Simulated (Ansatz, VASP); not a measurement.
## PbO2: VASP beside Ansatz

```
Pb O
1.0
     5.06840    0.00000    0.00000
     0.00000    5.06840    0.00000
     0.00000    0.00000    3.44963
Pb O
2 4
Direct
  0.00000 0.00000 0.00000
  0.50000 0.50000 0.50000
  0.30806 0.30806 0.00000
  0.19194 0.80806 0.50000
  0.69194 0.69194 0.00000
  0.80806 0.19194 0.50000
```

Alike in both runs: functional PBE; k mesh 4 × 4 × 6; occupations gaussian, width 0.1 eV; no spin polarisation.

Ansatz relaxed the structure, and its values are those at the end. VASP's run is a single point on that final structure, the one shown.

```csv
,VASP,Ansatz
version,VASP 6.6.1,Ansatz 0.2.0
potentials or method,"VASP PAW PBE potentials, release 64 (Pb_d, O), cutoff 520 eV","scalar-relativistic, plane waves, PAW"
valence electrons in the cell,52,52
```

Ansatz gave:

| Quantity | Value |
| --- | --- |
| gap on the k mesh at the Fermi level (eV) | 0.16 |
| least direct gap on the mesh (eV) | 0.53 |
| pressure (GPa) | 0.2 |
| rms of the force components (eV/Å) | 0.004 |

Task: What did VASP give for the same quantities?

Result: gap on the k mesh at the Fermi level (eV): 0.16; least direct gap on the mesh (eV): 0.52; pressure (GPa): 0.4; rms of the force components (eV/Å): 0.008.

Neither program's run includes spin-orbit coupling.
